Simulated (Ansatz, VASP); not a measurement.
# One calculation of MnS, two programs

The input INCAR:

```
SYSTEM = MnS
PREC = Accurate
ENCUT = 520
EDIFF = 1E-6
ISMEAR = 0
SIGMA = 0.1
LREAL = .FALSE.
LASPH = .TRUE.
NELM = 150
ALGO = Normal
ISIF = 2
LWAVE = .FALSE.
LCHARG = .FALSE.
ISPIN = 2
MAGMOM = 4.42 0.14
LORBIT = 11
LMAXMIX = 4
GGA = PE
NBANDS = 20
```

The input KPOINTS:

```
regular mesh
0
G
  14 14 14
  0 0 0
```

The input POSCAR:

```
MnS
1.0
    0.0000000000      2.4413262243      2.4413262243
    2.4413262243      0.0000000000      2.4413262243
    2.4413262243      2.4413262243      0.0000000000
Mn S
1 1
Direct
    0.0000000000      0.0000000000      0.0000000000
    0.5000000000      0.5000000000      0.5000000000
```

Input for Ansatz:

```yaml
crystal:
  lattice:
    - [0.0, 2.4413262243, 2.4413262243]
    - [2.4413262243, 0.0, 2.4413262243]
    - [2.4413262243, 2.4413262243, 0.0]
  atoms:
    - { symbol: Mn, position: [0.0, 0.0, 0.0], spin: 4.42 }
    - { symbol: S, position: [0.5, 0.5, 0.5], spin: 0.14 }
basis:
  ecutwfc: 420
kpoints:
  mp_grid: { grid: [14, 14, 14] }
hamiltonian:
  xc: pbe
scf:
  occupations: { method: gaussian, width: 0.1 }
output:
  forces: true
  stress: true
  eigenvalues: true
  populations: true
magnetization:
  spin_polarized: true
```

Alike in both runs: task single point; functional PBE; k mesh 14 × 14 × 14; occupations gaussian, width 0.1 eV; collinear spin.

```csv
,VASP,Ansatz
version,VASP 6.6.1,Ansatz 0.2.0
potentials or method,"VASP PAW PBE potentials, release 64 (Mn_pv, S), cutoff 520 eV","scalar-relativistic, plane waves, PAW"
valence electrons in the cell,19,21
```

|  | VASP | Ansatz | Ansatz less VASP |
| --- | --- | --- | --- |
| gap on the k mesh at the Fermi level (eV) | none | none | - |
| pressure (GPa) | 8.4 | 8.3 | -0.10 |
| net moment per atom (μB) | 1.99 | 1.99 | -0.001 |
| size of the moment on the site where the two differ most (μB) | 3.70 | 3.57 | -0.128 |

Site moments also hang on the region over which each program counts them. A gap of «none» marks a metal or a gap that the smearing closes. VASP's potentials hold 19 valence electrons a cell and Ansatz's 21, so a difference there can come from the potentials and not from the codes.
